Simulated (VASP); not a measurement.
# C: single point with r2SCAN

C:

```
C
1.0
    -2.45583    0.00000    0.00000
    -1.22792   -2.12681    0.00000
     0.00000    0.00000   10.40723
C
6
Cartesian
  -2.4558 -1.4179 1.7591
  -3.6837 -2.1268 8.7973
  -1.2279 -0.7089 5.2782
  -2.4558 -1.4179 8.7978
  -2.4558 0.0000 5.2787
  -1.2279 -0.7089 1.7596
```

| Item | Value |
| --- | --- |
| Program | VASP 6.6.1 |
| Task | single point |
| Functional | r2SCAN |
| Potentials or basis | VASP PAW PBE potentials, release 64 (C) |
| Cutoff | 520 eV |
| k mesh | 15 × 15 × 3 |
| Occupations | gaussian, width 0.05 eV |
| Spin | no spin polarisation |
| Dipole correction | no |
| Further INCAR settings | ALGO = Normal; EDIFF = 1e-07; NBANDS = 21 |

```
Pressure               : 0.8 GPa
Largest force          : 0.024 eV/Å
Band gap on the k mesh : 0.52 eV
```

Forces on the atoms (eV/Å):
```
C    0.000  0.000  0.019
C    0.000  0.000 -0.024
C    0.000  0.000  0.000
C    0.000  0.000 -0.019
C    0.000  0.000  0.000
C    0.000  0.000  0.024
```

Stress tensor (GPa, compression positive):
```
1.03 0.00 0.00
0.00 1.03 0.00
0.00 0.00 0.28
```

Levels at points of the mesh, in eV from the valence-band top:
| k point | band 9 | band 10 | band 11 | band 12 | band 13 | band 14 | band 15 | band 16 |
| --- | --- | --- | --- | --- | --- | --- | --- | --- |
| (0.00, 0.00, 0.00) | -2.95 | -2.95 | -2.94 | -2.94 | 4.39 | 8.24 | 8.66 | 8.98 |

Wall time 120 s on 1 thread of Intel(R) Xeon(R) 6975P-C (Granite Rapids), on a shared host, peak memory 0.19 GiB.

Caveat: the PAW data sets were made with another functional, which shifts forces and pressure a little. r2SCAN opens gaps a little over a GGA but as a rule still falls short of measured ones.
